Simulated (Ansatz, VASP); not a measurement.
**NaGeF3: VASP beside Ansatz**

```
Na Ge F
1.0
     4.34764    0.00000    0.00000
     0.00000    4.34764    0.00000
     0.00000    0.00000    4.34764
Na Ge F
1 1 3
Direct
  0.00000 0.00000 0.00000
  0.50000 0.50000 0.50000
  0.50000 0.50000 0.00000
  0.50000 0.00000 0.50000
  0.00000 0.50000 0.50000
```

Alike in both runs: task single point; functional PBE; dispersion D4; k mesh 4 × 4 × 4; no spin polarisation.

|  | VASP | Ansatz |
| --- | --- | --- |
| version | VASP 6.6.1 | Ansatz 0.2.0 |
| potentials or method | VASP PAW PBE potentials, release 64 (Na_pv, Ge_d, F) | plane waves |
| plane-wave cutoff (eV) | 600 | 420 |
| occupations | gaussian, width 0.01 eV | fixed |
| valence electrons in the cell | 42 | 44 |

Ansatz gave:

| Quantity | Value |
| --- | --- |
| gap on the k mesh at the Fermi level (eV) | 1.30 |
| pressure (GPa) | 1.4 |

Task: Estimate VASP's values.

Result: gap on the k mesh at the Fermi level (eV): 1.30; pressure (GPa): 1.3.

VASP's potentials hold 42 valence electrons a cell and Ansatz's 44, so a difference there can come from the potentials and not from the codes. Ansatz's warnings: dispersion switch in reach.
